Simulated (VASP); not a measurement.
Write the native input for VASP 6.6.1 that does the following.

| Item | Value |
| --- | --- |
| Task | single point |
| Functional | LDA |
| Potentials or basis | VASP PAW LDA potentials, release 64 (Ti_sv, Au) |
| Cutoff | 520 eV |
| k mesh | 14 × 14 × 14 |
| Occupations | fermi-dirac, width 0.15 eV |
| Spin | no spin polarisation |
| Dipole correction | no |
| Further INCAR settings | ALGO = Normal; EDIFF = 1e-06; NBANDS = 18 |

The structure of TiAu lies in POSCAR:

```
TiAu
1.0
    3.2127369959      0.0000000000      0.0000000000
    0.0000000000      3.2127369959      0.0000000000
    0.0000000000      0.0000000000      3.2127369959
Ti Au
1 1
Direct
    0.5000000000      0.5000000000      0.5000000000
    0.0000000000      0.0000000000      0.0000000000
```

This cell differs from its parent crystal: volume scaled by 1.02.

The input as run:

INCAR

```
ALGO     = Normal         # electronic algorithm
EDIFF    = 1E-6           # SCF threshold, eV
ENCUT    = 520            # plane-wave cutoff, eV
GGA      = CA             # functional
ISIF     = 2              # what is computed and relaxed
ISMEAR   = -1             # smearing method
LASPH    = True           # aspherical terms in the spheres
LCHARG   = True           # write CHGCAR
LELF     = True           # ELF
LREAL    = False          # projectors in reciprocal space
LVHAR    = True         
LWAVE    = False          # write WAVECAR
NBANDS   = 18             # bands
NELM     = 80             # most SCF steps
PREC     = Accurate       # precision mode
SIGMA    = 0.15           # smearing width, eV
```

KPOINTS

```
k-points
0
Gamma
  14 14 14
```

Potentials or basis: VASP PAW LDA potentials, release 64 (Ti_sv, Au).

Run with:

```bash
$ cat potpaw_LDA.64/Ti_sv/POTCAR potpaw_LDA.64/Au/POTCAR > POTCAR
$ mpirun -np 1 vasp_std > vasp.out
```

Results of the run:

```yaml
Pressure: -2.9 GPa
```

Wall time 26 s on 1 thread of AMD EPYC 9R45 96-Core Processor (Zen 5) (shared host), peak memory 0.16 GiB.
